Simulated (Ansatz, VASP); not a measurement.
**SnTe in VASP and in Ansatz**

The input INCAR:

```
PREC = Accurate
ENCUT = 520
EDIFF = 1E-6
ISMEAR = -1
SIGMA = 0.05
LREAL = F
LASPH = T
NELM = 80
ALGO = Normal
ISIF = 2
LWAVE = F
LCHARG = F
GGA = PS
NBANDS = 17
```

File KPOINTS:

```
regular mesh
0
Gamma
  7 7 7
```

File POSCAR:

```
SnTe
1.0
    0.0315085000      3.1508500000      3.1508500000
    3.1508500000      0.0315085000      3.1508500000
    3.1823585000      3.1823585000      0.0000000000
Te Sn
1 1
Direct
    0.5000000000      0.5000000000      0.5000000000
    0.0000000000      0.0000000000      0.0000000000
```

The input input.yaml:

```yaml
crystal:
  lattice:
    - [0.0315085, 3.15085, 3.15085]
    - [3.15085, 0.0315085, 3.15085]
    - [3.1823585, 3.1823585, 0.0]
  atoms:
    - { symbol: Te, position: [0.5, 0.5, 0.5] }
    - { symbol: Sn, position: [0.0, 0.0, 0.0] }
kpoints:
  mp_grid: { grid: [7, 7, 7] }
  band_path:
    path:
      - [0.0, 0.0, 0.0]
      - [0.3725125, -0.3725125, 0.0]
      - [0.250025, -0.495, -0.244975]
      - [0.0, -0.5, -0.5]
      - [0.25, -0.25, -0.5]
      - [0.5, 0.0, 0.0]
      - [0.6274875, 0.3725125, 0.0]
      - [0.5, 0.5, 0.0]
    npoints: 8
scf:
  occupations: { method: fermi_dirac, width: 0.05 }
hamiltonian:
  xc: pbesol
  pseudopotentials: { kind: all_electron, lapw: { basis_error: 0.001 } }
output:
  forces: true
  stress: true
  eigenvalues: true
```

Change from the starting cell: strain_shear_xy = 0.02.

Alike in both runs: functional PBEsol; k mesh 7 × 7 × 7; occupations fermi-dirac, width 0.05 eV; no spin polarisation.

|  | VASP | Ansatz |
| --- | --- | --- |
| version | VASP 6.6.1 | Ansatz 0.2.0 |
| potentials or method | VASP PAW PBE potentials, release 64 (Te, Sn_d), cutoff 520 eV | all-electron LAPW, scalar-relativistic |
| task | single point | band structure |

```tsv
	VASP	Ansatz	Ansatz less VASP
pressure (GPa)	-0.4	-0.4	+0.03
traceless stress, the component that is largest in VASP (GPa)	-0.34	-0.34	0.000
```

VASP's potentials were made for PBE, not for PBEsol. Ansatz ran all-electron here, and VASP with PAW potentials.

Neither program's run includes spin-orbit coupling.
